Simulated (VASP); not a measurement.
# SiO2 (I4_1/amd) in VASP: further runs, part 3 of 3

VASP 6.6.1. Earlier steps stand in the parts before.

## (4) Single point, r2SCAN (8.02 Å³/atom)

This run uses another cell than the first one, of 8.02 Å³/atom.

POSCAR reads:

```
SiO2
1.0
   -1.7092657690      1.7092657690      4.1172831789
    1.7092657690     -1.7092657690      4.1172831789
    1.7092657690      1.7092657690     -4.1172831789
Si O
2 4
Direct
    0.7500000000      0.2500000000      0.5000000000
    0.0000000000      0.0000000000      0.0000000000
    0.5409502156      0.0409502156      0.5000000000
    0.7909502156      0.7909502156      0.0000000000
    0.2090497844      0.2090497844      0.0000000000
    0.9590497844      0.4590497844      0.5000000000
```

INCAR.step1 reads:

```
SYSTEM = SiO2
PREC     = Accurate       ! precision mode
ENCUT    = 520            ! plane-wave cutoff, eV
ISMEAR   = 0              ! smearing method
SIGMA    = 0.01           ! smearing width, eV
LREAL    = .FALSE.        ! projectors in reciprocal space
LASPH    = .TRUE.         ! aspherical terms in the spheres
NELM     = 80             ! most SCF steps
NBANDS   = 25             ! bands
GGA      = PE             ! functional
ALGO     = Normal         ! electronic algorithm
EDIFF    = 1E-4           ! SCF threshold, eV
LWAVE    = .TRUE.         ! write WAVECAR
LCHARG   = .FALSE.        ! write CHGCAR
```

INCAR.step2 reads:

```
SYSTEM = SiO2
PREC     = Accurate       ! precision mode
ENCUT    = 520            ! plane-wave cutoff, eV
EDIFF    = 1E-6           ! SCF threshold, eV
ISMEAR   = 0              ! smearing method
SIGMA    = 0.01           ! smearing width, eV
LREAL    = .FALSE.        ! projectors in reciprocal space
LASPH    = .TRUE.         ! aspherical terms in the spheres
NELM     = 80             ! most SCF steps
ALGO     = Normal         ! electronic algorithm
ISIF     = 2              ! what is computed and relaxed
LWAVE    = .FALSE.        ! write WAVECAR
LCHARG   = .FALSE.        ! write CHGCAR
METAGGA  = R2SCAN         ! meta-GGA
LMIXTAU  = .TRUE.       
NBANDS   = 25             ! bands
ISTART   = 1
```

KPOINTS reads:

```
Automatic mesh
0
G
  8 8 8
  0 0 0
```

Potentials or basis: VASP PAW PBE potentials, release 64 (Si, O).

The run is started by

```console
$ cat potpaw_PBE.64/Si/POTCAR potpaw_PBE.64/O/POTCAR > POTCAR
$ cp INCAR.step1 INCAR
$ mpirun -np 1 vasp_std > vasp.out
$ cp INCAR.step2 INCAR
$ mpirun -np 1 vasp_std > vasp.out
```

OUTCAR:

```text
SYSTEM = SiO2
   PREC = Accurate
   ENCUT = 520
   EDIFF = 1E-6
   ISMEAR = 0
   LREAL = .FALSE.
   LASPH = .TRUE.
   NELM = 80
   ISIF = 2
   METAGGA = R2SCAN
   ISTART = 1

 ion  position               nearest neighbor table
   1  0.750  0.250  0.500-   3 1.72   6 1.72   4 1.74   5 1.74   4 1.74   5 1.74   2 2.68   2 2.68
                             2 2.68   2 2.68
   2  0.000  0.000  0.000-   4 1.72   5 1.72   3 1.74   6 1.74   3 1.74   6 1.74   1 2.68   1 2.68
                             1 2.68   1 2.68
   3  0.541  0.041  0.500-   1 1.72   2 1.74   2 1.74
   4  0.791  0.791  0.000-   2 1.72   1 1.74   1 1.74
   5  0.209  0.209  0.000-   2 1.72   1 1.74   1 1.74
   6  0.959  0.459  0.500-   1 1.72   2 1.74   2 1.74

  LATTYP: Found a body centered tetragonal cell.
 ALAT       =     3.4185315380
 C/A-ratio  =     2.4088022200

  Lattice vectors:

 A1 = (  -1.7092657690,   1.7092657690,   4.1172831789)
 A2 = (   1.7092657690,  -1.7092657690,   4.1172831789)
 A3 = (   1.7092657690,   1.7092657690,  -4.1172831789)

Analysis of symmetry for initial positions (statically):
=====================================================================
 Subroutine PRICEL returns:
 Original cell was already a primitive cell.

 Routine SETGRP: Setting up the symmetry group for a
 body centered tetragonal supercell.

 Subroutine GETGRP returns: Found 16 space group operations
 (whereof  8 operations were pure point group operations)
 out of a pool of 16 trial point group operations.

The static configuration has the point symmetry D_2d.
 The point group associated with its full space group is D_4h.

Analysis of symmetry for dynamics (positions and initial velocities):
=====================================================================
 Subroutine PRICEL returns:
 Original cell was already a primitive cell.

 Routine SETGRP: Setting up the symmetry group for a
 body centered tetragonal supercell.

[... 135 lines left out ...]
  Fermi-wavevector in a.u.,A,eV,Ry     =   1.428987  2.700393 27.783137  2.042003
  Thomas-Fermi vector in A             =   2.548989
   LORBIT       =      0    0 simple, 1 ext, 2 COOP (PROOUT), +10 PAW based schemes
   METAGGA = R2SCAN    functional components
   LHFCALC =     F    Hartree Fock is set to
   AEXX    =    0.0000 exact exchange contribution
   IVDW    =     0    specifies the selected vdW correction
   LEPSILON=     F    determine dielectric tensor
   LRPA    =     F    only Hartree local field effects (RPA)
 non-spin polarized calculation
 Gauss-broadening in eV      SIGMA  =   0.01
  energy-cutoff  :      520.00
  volume of cell :       48.12
 maximum number of plane-waves:      1310
   NGX = 17   NGY = 17   NGZ = 17

 number of electron      31.9999999 magnetization

 Free energy of the ion-electron system (eV)
  ---------------------------------------------------
  ext. energy  EPLUGINS =         0.00000000
  ---------------------------------------------------
  free energy    TOTEN  =       -58.14188185 eV

  energy without entropy =      -58.14188185  energy(sigma->0) =      -58.14188185

 E-fermi :   6.5055     XC(G=0): -12.5002

 val. band max:        6.4395763318   @ k =   0.2500   0.2500   0.2500
 cond. band min:      14.7632186418   @ k =   0.0000   0.0000   0.0000
 fundamental gap:      8.3236423099
 Fermi energy:         6.5055469233

 k-point     1 :       0.0000    0.0000    0.0000
  band No.  band energies     occupation
      1     -16.7534      2.00000
      2     -13.4854      2.00000
      3     -12.3410      2.00000
      4     -11.4222      2.00000
      5      -1.7463      2.00000
      6      -1.7463      2.00000
[... 661 lines left out ...]
     24      22.4306      0.00000
     25      22.5934      0.00000

 [... further k-points ...]

------------------------ aborting loop because EDIFF is reached ----------------------------------------

  FORCE on cell =-STRESS in cart. coord.  units (eV):
  Direction    XX          YY          ZZ          XY          YZ          ZX
  --------------------------------------------------------------------------------------
  -------------------------------------------------------------------------------------
  Total        6.0802387      6.0802387      7.4765417      0.0000000      0.0000000      0.0000000
  in kB      202.4609615    202.4609615    248.9553249      0.0000000      0.0000000      0.0000000
  external PRESSURE =     217.9590826 kB  Pullay stress =       0.0000000 kB

 VOLUME and BASIS-vectors are now :
 -----------------------------------------------------------------------------
  energy-cutoff  :      520.00
  volume of cell :       48.12
      direct lattice vectors                 reciprocal lattice vectors
    -1.709265769  1.709265769  4.117283179     0.000000000  0.292523263  0.121439303
     1.709265769 -1.709265769  4.117283179     0.292523263  0.000000000  0.121439303
     1.709265769  1.709265769 -4.117283179     0.292523263  0.292523263  0.000000000

 POSITION                                       TOTAL-FORCE (eV/Angst)
 -----------------------------------------------------------------------------------
      0.00000      1.70927      2.05864         0.000000      0.000000      0.000000
      0.00000      0.00000      0.00000         0.000000      0.000000      0.000000
      0.00000      1.70927      0.33721        -0.000000     -0.000000     -0.682782
      0.00000      0.00000      6.51313        -0.000000     -0.000000     -0.682782
      0.00000      0.00000      1.72143         0.000000      0.000000      0.682782
      0.00000      1.70927      3.78008        -0.000000     -0.000000      0.682782
 -----------------------------------------------------------------------------------
    total drift:                               -0.000000      0.000000     -0.000000

  FREE ENERGIE OF THE ION-ELECTRON SYSTEM (eV)
  ---------------------------------------------------
  free  energy   TOTEN  =       -58.1418818502 eV

  energy  without entropy=      -58.1418818502  energy(sigma->0) =      -58.14188185
```

OSZICAR.step1:

```text
N       E                     dE             d eps       ncg     rms          rms(c)
DAV:   1     0.141871267103E+03    0.14187E+03   -0.17733E+04  2990   0.123E+03
DAV:   2    -0.434926577759E+02   -0.18536E+03   -0.17875E+03  3719   0.286E+02
DAV:   3    -0.505922543582E+02   -0.70996E+01   -0.70704E+01  3969   0.540E+01
DAV:   4    -0.506422253965E+02   -0.49971E-01   -0.49958E-01  3419   0.522E+00
DAV:   5    -0.506426547023E+02   -0.42931E-03   -0.42924E-03  3958   0.463E-01    0.191E+01
DAV:   6    -0.455987200143E+02    0.50439E+01   -0.13601E+01  3577   0.252E+01    0.908E+00
DAV:   7    -0.455986211949E+02    0.98819E-04   -0.79133E-01  3805   0.541E+00    0.309E+00
DAV:   8    -0.456066336529E+02   -0.80125E-02   -0.28325E-02  3434   0.147E+00    0.116E+00
DAV:   9    -0.456130021943E+02   -0.63685E-02   -0.11957E-02  3385   0.897E-01    0.267E-01
DAV:  10    -0.456133882014E+02   -0.38601E-03   -0.74121E-04  3837   0.193E-01    0.643E-02
DAV:  11    -0.456133966080E+02   -0.84066E-05   -0.83054E-05  2327   0.730E-02
   1 F= -.45613397E+02 E0= -.45613397E+02  d E =-.114278E-61
```

It took 7 min on 1 thread of Intel Xeon 8259CL, shared host; peak memory 0.24 GiB.

What came out:

| Item | Value |
| --- | --- |
| Free energy | -58.1419 eV |
| Pressure | 21.8 GPa |
| Largest force | 0.683 eV/Å |
| Band gap on the k mesh | 8.32 eV (least direct gap 9.15 eV) |

Forces on the atoms (eV/Å):
```
Si   0.000  0.000  0.000
Si   0.000  0.000  0.000
O    0.000  0.000 -0.683
O    0.000  0.000 -0.683
O    0.000  0.000  0.683
O    0.000  0.000  0.683
```

Stress tensor (GPa, compression positive):
```
20.25  0.00  0.00
 0.00 20.25  0.00
 0.00  0.00 24.90
```

Caveat: the cell stands under pressure; the PAW data sets were made with another functional, which shifts forces and pressure a little.

## (5) Overview

```tsv
level	cell	gap on the mesh (eV)	pressure (GPa)	largest force (eV/Å)
PBE	a = 4.985 Å, angles 138.1, 138.1, 60.7°, 6 atoms, atomic positions A	5.31	-7.3	0.26
PBE	a = 5.033 Å, angles 138.1, 138.1, 60.7°, 6 atoms, atomic positions A	4.84	-13.7	0.50
r2SCAN	a = 4.774 Å, angles 138.0, 138.0, 60.8°, 6 atoms, atomic positions B	8.32	21.8	0.68
```

Alike in all rows: task single point; potentials or basis VASP PAW PBE potentials, release 64 (Si, O); no spin polarisation; k mesh 8 × 8 × 8; cutoff (eV) 520; smearing gaussian 0.01 eV.

Caveats: the cell stands under tension (at least some runs); the cell stands under pressure (at least some runs); the PAW data sets were made with another functional, which shifts forces and pressure a little (at least some runs).

Absolute energies hang on the potentials; compare differences alone.
